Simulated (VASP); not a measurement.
Set up this calculation in VASP 6.6.1, as the native input.

```yaml
Task: single point
Functional: PBE
Potentials_or_basis: VASP PAW PBE potentials, release 64 (C)
Cutoff: 520 eV
k_mesh: 12 × 12 × 12
Occupations: gaussian, width 0.05 eV
Spin: no spin polarisation
Dipole_correction: no
Further_INCAR_settings: ALGO = Normal; EDIFF = 1e-06; NBANDS = 11
```

The structure of C lies in POSCAR:

```
C
1.0
    0.0000000000      1.8750244088      1.7410940939
    1.8750244088      0.0000000000      1.7410940939
    1.8750244088      1.8750244088      0.0000000000
C
2
Direct
    0.5000000000      0.5000000000      0.5000000000
    0.7500000000      0.7500000000      0.7500000000
```

This cell differs from its parent crystal: strain +0.050 along x and y, -0.025 along z.

These files were run (other wordings do the same):

INCAR

```
SYSTEM = C
ALGO = Normal ; EDIFF = 1E-6
ENCUT = 520 ; GGA = PE
ISIF = 2 ; ISMEAR = 0
LASPH = .TRUE. ; LCHARG = .TRUE.
LELF = .TRUE. ; LREAL = .FALSE.
LVHAR = .TRUE. ; LWAVE = .FALSE.
NBANDS = 11 ; NELM = 80
PREC = Accurate ; SIGMA = 0.05
```

KPOINTS

```
k-points
0
G
  12 12 12
  0 0 0
```

Potentials or basis: VASP PAW PBE potentials, release 64 (C).

Command:

```bash
$ cat potpaw_PBE.64/C/POTCAR > POTCAR
$ mpirun -np 1 vasp_std > vasp.out
```

Results of the run:

```json
{
 "Pressure": "-26.7 GPa",
 "Band gap on the k mesh": "2.26 eV, indirect (least direct gap 4.19 eV)"
}
```

Caveat: the cell differs from its parent crystal (strain +0.050 along x and y, -0.025 along z).

Run time: 7.1 s on 1 thread of Intel(R) Xeon(R) 6975P-C (Granite Rapids), with other jobs on the host, peak memory 0.12 GiB.
